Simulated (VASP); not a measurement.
# Sn (I4_1/amd) in VASP: relaxation of cell and atoms with PBEsol

Aim: the relaxation of cell and atoms of Sn with PBEsol.

All numbers are computed with VASP 6.6.1; they aren't measurements. Logs are shortened: lines on timing, memory, paths and dates and some standing lists are left out, and cuts for length are marked.

## (1) The cell of the first run

Symmetry: I4_1/amd, No. 141, tetragonal system. Conventional cell: a = 5.946 Å, b = 5.946 Å, c = 3.214 Å, α = 90.00°, β = 90.00°, γ = 90.00°. Sn (site symmetry -4m2) has 10 Sn at 3.08 to 3.83 Å within 4.1 Å.

## (2) Relaxation of cell and atoms, PBEsol

INCAR

```
SYSTEM = Sn
  PREC = Accurate
  ENCUT = 600
  EDIFF = 1E-6
  ISMEAR = 0
  SIGMA = 0.1
  LREAL = .False.
  LASPH = .True.
  NELM = 100
  ALGO = Normal
  ISIF = 3
  LWAVE = .False.
  LCHARG = .False.
  GGA = PS
  IBRION = 2
  NSW = 70
  EDIFFG = -0.005
```

KPOINTS

```
regular mesh
0
Gamma
  16 16 16
  0 0 0
```

POSCAR

```
Sn
1.0
   -2.9729538814      2.9729538814      1.6068815736
    2.9729538814     -2.9729538814      1.6068815736
    2.9729538814      2.9729538814     -1.6068815736
Sn
2
Direct
    0.0000000000      0.0000000000      0.0000000000
    0.7500000000      0.2500000000      0.5000000000
```

Potentials or basis: VASP PAW PBE potentials, release 64 (Sn_d).

Launch:

```sh
$ cat potpaw_PBE.64/Sn_d/POTCAR > POTCAR
$ mpirun -np 1 vasp_std > vasp.out
```

OUTCAR:

```text
SYSTEM = Sn
   PREC = Accurate
   ENCUT = 600
   EDIFF = 1E-6
   ISMEAR = 0
   LREAL = .False.
   LASPH = .True.
   NELM = 100
   ISIF = 3
   GGA = PS
   IBRION = 2
   NSW = 70
   EDIFFG = -0.005

 ion  position               nearest neighbor table
   1  0.000  0.000  0.000-   2 3.08   2 3.08   2 3.08   2 3.08
   2  0.750  0.250  0.500-   1 3.08   1 3.08   1 3.08   1 3.08

  LATTYP: Found a body centered tetragonal cell.
 ALAT       =     5.9459077628
 C/A-ratio  =     0.5405000002

  Lattice vectors:

 A1 = (  -2.9729538814,   2.9729538814,   1.6068815736)
 A2 = (   2.9729538814,  -2.9729538814,   1.6068815736)
 A3 = (   2.9729538814,   2.9729538814,  -1.6068815736)

Analysis of symmetry for initial positions (statically):
=====================================================================
 Subroutine PRICEL returns:
 Original cell was already a primitive cell.

 Routine SETGRP: Setting up the symmetry group for a
 body centered tetragonal supercell.

 Subroutine GETGRP returns: Found 16 space group operations
 (whereof  8 operations were pure point group operations)
 out of a pool of 16 trial point group operations.

The static configuration has the point symmetry D_2d.
 The point group associated with its full space group is D_4h.

Analysis of symmetry for dynamics (positions and initial velocities):
=====================================================================
 Subroutine PRICEL returns:
 Original cell was already a primitive cell.

 Routine SETGRP: Setting up the symmetry group for a
 body centered tetragonal supercell.

 Subroutine GETGRP returns: Found 16 space group operations
 (whereof  8 operations were pure point group operations)
 out of a pool of 16 trial point group operations.

The dynamic configuration has the point symmetry D_2d.
 The point group associated with its full space group is D_4h.

 Subroutine INISYM returns: Found 16 space group operations
 (whereof  8 operations are pure point group operations),
 and found     1 'primitive' translations

----------------------------------------------------------------------------------------

                                     Primitive cell

  volume of cell :      56.8094

  direct lattice vectors                    reciprocal lattice vectors
    -2.972953881  2.972953881  1.606881574     0.000000000  0.168182898  0.311161699
     2.972953881 -2.972953881  1.606881574     0.168182898  0.000000000  0.311161699
     2.972953881  2.972953881 -1.606881574     0.168182898  0.168182898  0.000000000

  length of vectors
     4.500997440  4.500997440  4.500997440     0.353704806  0.353704806  0.237846536

  position of ions in fractional coordinates (direct lattice)
     0.000000000  0.000000000  0.000000000
     0.750000000  0.250000000  0.500000000

  ion indices of the primitive-cell ions
   primitive index   ion index
                 1           1
                 2           2

----------------------------------------------------------------------------------------

 KPOINTS: regular mesh

Automatic generation of k-mesh.
 Grid dimensions read from file:
 generate k-points for:   16   16   16

 Generating k-lattice:

  Cartesian coordinates                     Fractional coordinates (reciprocal lattice)
     0.000000000  0.010511431  0.019447606     0.062500000  0.000000000  0.000000000
     0.010511431  0.000000000  0.019447606     0.000000000  0.062500000  0.000000000
     0.010511431  0.010511431  0.000000000     0.000000000  0.000000000  0.062500000

  Length of vectors
     0.022106550  0.022106550  0.014865408

  Shift w.r.t. Gamma in fractional coordinates (k-lattice)
     0.000000000  0.000000000  0.000000000

 Subroutine IBZKPT returns following result:
 ===========================================

 Found    349 irreducible k-points:

 Following reciprocal coordinates:
            Coordinates               Weight
  0.000000  0.000000  0.000000      1.000000
  0.062500  0.000000  0.000000      8.000000
  0.125000  0.000000  0.000000      8.000000
  0.187500  0.000000  0.000000      8.000000
  0.250000  0.000000  0.000000      8.000000
  0.312500  0.000000  0.000000      8.000000
[... 16 lines left out ...]
 -0.125000  0.062500  0.000000     16.000000
 -0.062500  0.062500  0.000000      4.000000
 [... further k-points ...]
   k-points           NKPTS =    349   k-points in BZ     NKDIM =    349   number of bands    NBANDS=     18
   number of dos      NEDOS =    301   number of ions     NIONS =      2
   total plane-waves  NPLWV =  46656
   dimension x,y,z NGX =    36 NGY =   36 NGZ =   36
   dimension x,y,z NGXF=    72 NGYF=   72 NGZF=   72
   ions per type =               2
   NGX,Y,Z   is equivalent  to a cutoff of  13.30, 13.30, 13.30 a.u.
   NGXF,Y,Z  is equivalent  to a cutoff of  26.59, 26.59, 26.59 a.u.
 SYSTEM =  Sn
   PREC   = accura    normal or accurate (medium, high low for compatibility)
   ISTART =      0    job   : 0-new  1-cont  2-samecut
   ICHARG =      2    charge: 1-file 2-atom 10-const
   ISPIN  =      1    spin polarized calculation?
   LNONCOLLINEAR =      F non collinear calculations
   LSORBIT =      F    spin-orbit coupling
   LASPH  =      T    aspherical Exc in radial PAW
   ENCUT  =  600.0 eV  44.10 Ry    6.64 a.u.   8.99  8.99  8.99*2*pi/ulx,y,z
   NELM   =    100;   NELMIN=  2; NELMDL= -5     # of ELM steps
   EDIFF  = 0.1E-05   stopping-criterion for ELM
   LREAL  =      F    real-space projection
   EDIFFG = -.5E-02   stopping-criterion for IOM
   NSW    =     70    number of steps for IOM
   IBRION =      2    ionic relax: 0-MD 1-quasi-New 2-CG
   NFREE  =      1    steps in history (QN), initial steepest desc. (CG)
   ISIF   =      3    stress and relaxation
   ISYM   =      2    0-nonsym 1-usesym 2-fastsym
   POTIM  = 0.5000    time-step for ionic-motion
   TEBEG  =    0.0;   TEEND  =   0.0 temperature during run
   PSTRESS=    0.0 pullay stress
   NELECT =      28.0000    total number of electrons
   NUPDOWN=      -1.0000    fix difference up-down
   EMIN   =  10.00;   EMAX   =-10.00  energy-range for DOS
   EFERMI =   0.00;   METHOD = LEGACY
   ISMEAR =     0;   SIGMA  =   0.10  broadening in eV -4-tet -1-fermi 0-gaus
   EFERMI_NEDOS =   21; number of points for ismear=-14 and -15
   IALGO  =     38    algorithm
   IMIX   =      4    mixing-type and parameters
     AMIX     =   0.40;   BMIX     =  1.00
     AMIX_MAG =   1.60;   BMIX_MAG =  1.00
  volume/ion in A,a.u.               =      28.40       191.68
  Fermi-wavevector in a.u.,A,eV,Ry     =   1.293165  2.443728 22.752710  1.672277
  Thomas-Fermi vector in A             =   2.424828
   LORBIT       =      0    0 simple, 1 ext, 2 COOP (PROOUT), +10 PAW based schemes
   GGA     = PS    functional components
   LHFCALC =     F    Hartree Fock is set to
   AEXX    =    0.0000 exact exchange contribution
   IVDW    =     0    specifies the selected vdW correction
   LEPSILON=     F    determine dielectric tensor
   LRPA    =     F    only Hartree local field effects (RPA)
 conjugate gradient relaxation of ions
 non-spin polarized calculation
 Gauss-broadening in eV      SIGMA  =   0.10
  energy-cutoff  :      600.00
  volume of cell :       56.81
 maximum number of plane-waves:      1950
   NGX = 17   NGY = 17   NGZ = 17

--------------------------------------- Ionic step        1  -------------------------------------------

 number of electron      27.9999992 magnetization

 Free energy of the ion-electron system (eV)
  ---------------------------------------------------
  ext. energy  EPLUGINS =         0.00000000
  ---------------------------------------------------
  free energy    TOTEN  =        -8.49859744 eV

  energy without entropy =       -8.49373675  energy(sigma->0) =       -8.49616710

------------------------ aborting loop because EDIFF is reached ----------------------------------------

  FORCE on cell =-STRESS in cart. coord.  units (eV):
  Direction    XX          YY          ZZ          XY          YZ          ZX
  --------------------------------------------------------------------------------------
  -------------------------------------------------------------------------------------
  Total       -0.9570396     -0.9570396     -0.9676351      0.0000000      0.0000000      0.0000000
  in kB      -26.9910808    -26.9910808    -27.2899035      0.0000000      0.0000000      0.0000000
  external PRESSURE =     -27.0906884 kB  Pullay stress =       0.0000000 kB
[... 201 lines left out ...]
  energy  without entropy=       -8.5213781782  energy(sigma->0) =       -8.52368218

--------------------------------------- Ionic step        7  -------------------------------------------

 number of electron      28.0000002 magnetization

 Free energy of the ion-electron system (eV)
  ---------------------------------------------------
  ext. energy  EPLUGINS =         0.00000000
  ---------------------------------------------------
  free energy    TOTEN  =        -8.52599527 eV

  energy without entropy =       -8.52139624  energy(sigma->0) =       -8.52369575

 E-fermi :   7.9399     XC(G=0): -10.4977

 val. band max:        7.9347536146   @ k =   0.1875   0.0625   0.0000
 cond. band min:       7.9628477206   @ k =   0.4375   0.3750   0.0000
 fundamental gap:      0.0280941060
 Fermi energy:         7.9398699588

 k-point     1 :       0.0000    0.0000    0.0000
  band No.  band energies     occupation
      1     -13.6248      2.00000
      2     -13.5477      2.00000
      3     -13.4963      2.00000
      4     -13.4923      2.00000
      5     -13.3245      2.00000
      6     -13.3245      2.00000
[... 10 lines left out ...]
     17      14.1168      0.00000
     18      14.9851      0.00000
[... 466 lines left out ...]
      2     -13.5482      2.00000
      3     -13.4944      2.00000
      4     -13.4934      2.00000
      5     -13.3260      2.00000
      6     -13.3227      2.00000
[... 10 lines left out ...]
     17      13.9018      0.00000
     18      15.0380      0.00000

 [... further k-points ...]
[... 5 lines left out ...]
  --------------------------------------------------------------------------------------
  -------------------------------------------------------------------------------------
  Total        0.0061978      0.0061978      0.0097605      0.0000000      0.0000000      0.0000000
  in kB        0.1847670      0.1847670      0.2909750      0.0000000      0.0000000      0.0000000
  external PRESSURE =       0.2201697 kB  Pullay stress =       0.0000000 kB
[... 17 lines left out ...]
  FREE ENERGIE OF THE ION-ELECTRON SYSTEM (eV)
  ---------------------------------------------------
  free  energy   TOTEN  =        -8.5259952679 eV

  energy  without entropy=       -8.5213962375  energy(sigma->0) =       -8.52369575

 reached required accuracy - stopping structural energy minimisation
```

It took 15 min on 1 thread of AMD EPYC 9R45 (Zen 5), shared host; peak memory 0.48 GiB.

What came out:

```yaml
Free_energy: -8.5260 eV
Relaxed_volume: 26.87 Å³/atom
Relaxed_cell: a = 4.420 Å, b = 4.420 Å, c = 4.420 Å, α = 97.30°, β = 97.30°, γ = 138.23°
Space_group_after_relaxing_to_0.1_Å: I4_1/amd (No. 141)
Energy_gained_by_relaxing: 13.7 meV/atom
Ionic_steps: 7
Pressure_after_relaxing: 0.0 GPa
Band_gap_on_the_k_mesh: zero (bands 14 and 15 overlap by 4.32 eV)
```

Step by step:
| step | energy change (eV) | largest force (eV/Å) | pressure (GPa) | volume (Å³) |
| --- | --- | --- | --- | --- |
| 1 | 0.0000 | 0.0000 | -2.71 | 56.81 |
| 2 | -0.0253 | 0.0000 | 0.88 | 52.95 |
| 3 | -0.0274 | 0.0000 | 0.00 | 53.75 |
| 4 | -0.0274 | 0.0000 | -0.08 | 53.81 |
| 5 | -0.0274 | 0.0000 | -0.07 | 53.80 |
| 6 | -0.0274 | 0.0000 | -0.07 | 53.80 |
| 7 | -0.0274 | 0.0000 | 0.02 | 53.74 |

Final structure:
```
Sn
1.0
    -2.92012    2.92012    1.57566
     2.92012   -2.92012    1.57566
     2.92012    2.92012   -1.57566
Sn
2
Direct
  0.00000 0.00000 0.00000
  0.75000 0.25000 0.50000
```

Caveat: the PAW data sets were made with another functional, which shifts forces and pressure a little; spin-orbit coupling is left out, which moves the levels of the heavy elements.
